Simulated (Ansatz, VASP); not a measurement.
## V in VASP and in Ansatz

File INCAR:

```
ALGO = Normal
EDIFF = 1E-7
ENCUT = 520
GGA = PE
ISIF = 2
ISMEAR = 0
LASPH = T
LCHARG = F
LREAL = F
LWAVE = F
NBANDS = 12
NELM = 100
PREC = Accurate
SIGMA = 0.05
```

The input KPOINTS:

```
k-points
0
Gamma
  18 18 18
```

File POSCAR:

```
V
1.0
    0.0000000000      1.9079759600      1.9079759600
    1.9079759600      0.0000000000      1.9079759600
    1.9079759600      1.9079759600      0.0000000000
V
1
Direct
    0.0000000000      0.0000000000      0.0000000000
```

Input for Ansatz:

```yaml
crystal:
  lattice:
    - [0.0, 1.90797596, 1.90797596]
    - [1.90797596, 0.0, 1.90797596]
    - [1.90797596, 1.90797596, 0.0]
  atoms:
    - { symbol: V, position: [0.0, 0.0, 0.0] }
basis:
  ecutwfc: 420
  ecutrho_ratio: 4
kpoints:
  mp_grid: { grid: [18, 18, 18] }
hamiltonian:
  xc: pbe
scf:
  occupations: { method: gaussian, width: 0.05 }
output:
  forces: true
  stress: true
  eigenvalues: true
```

Alike in both runs: task single point; functional PBE; k mesh 18 × 18 × 18; occupations gaussian, width 0.05 eV; no spin polarisation.

|  | VASP | Ansatz |
| --- | --- | --- |
| version | VASP 6.6.1 | Ansatz 0.2.0 |
| potentials or method | VASP PAW PBE potentials, release 64 (V_sv), cutoff 520 eV | scalar-relativistic, plane waves, PAW |
| valence electrons in the cell | 13 | 13 |

|  | VASP | Ansatz | Ansatz less VASP |
| --- | --- | --- | --- |
| pressure (GPa) | 0.2 | 0.0 | -0.20 |
